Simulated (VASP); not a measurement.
# TiAl3: single point with PBEsol

TiAl3:

```xyz
4
Lattice="3.9557 0.0000 0.0000 0.0000 3.9557 0.0000 0.0000 0.0000 3.9557" Properties=species:S:1:pos:R:3 pbc="T T T"
Ti    0.0000    0.0000    0.0000
Al    0.0000    1.9778    1.9778
Al    1.9778    0.0000    1.9778
Al    1.9778    1.9778    0.0000
```

```yaml
Program: VASP 6.6.1
Task: single point
Functional: PBEsol
Potentials_or_basis: VASP PAW PBE potentials, release 64 (Ti_sv, Al)
Cutoff: 520 eV
k_mesh: 6 × 6 × 6
Occupations: fermi-dirac, width 0.05 eV
Spin: no spin polarisation
Dipole_correction: no
Further_INCAR_settings: ALGO = Normal; EDIFF = 1e-06; NBANDS = 18
```

* Pressure: -0.4 GPa
* Band gap on the k mesh: zero (an odd number of electrons rules out a gap without spin polarisation)

Levels at points of the mesh, in eV from the Fermi level:
| k point | band 7 | band 8 | band 9 | band 10 | band 11 | band 12 | band 13 | band 14 |
| --- | --- | --- | --- | --- | --- | --- | --- | --- |
| (0.00, 0.00, 0.00) | -3.04 | -2.10 | -2.10 | -2.10 | 0.21 | 0.21 | 0.21 | 0.76 |
| (0.50, 0.00, 0.00) | -2.20 | -2.20 | -2.14 | 0.46 | 0.81 | 0.81 | 1.00 | 1.07 |
| (0.50, 0.50, 0.00) | -6.06 | -4.98 | -1.20 | -1.20 | 0.68 | 0.92 | 1.17 | 1.19 |
| (0.50, 0.50, 0.50) | -5.09 | -4.92 | -3.44 | -3.44 | -3.44 | 0.24 | 1.25 | 1.25 |

It took 37 s on 1 thread of Intel Xeon 8259CL, on a shared host, peak memory 0.17 GiB.

Caveat: the PAW data sets were made with another functional, which shifts forces and pressure a little.
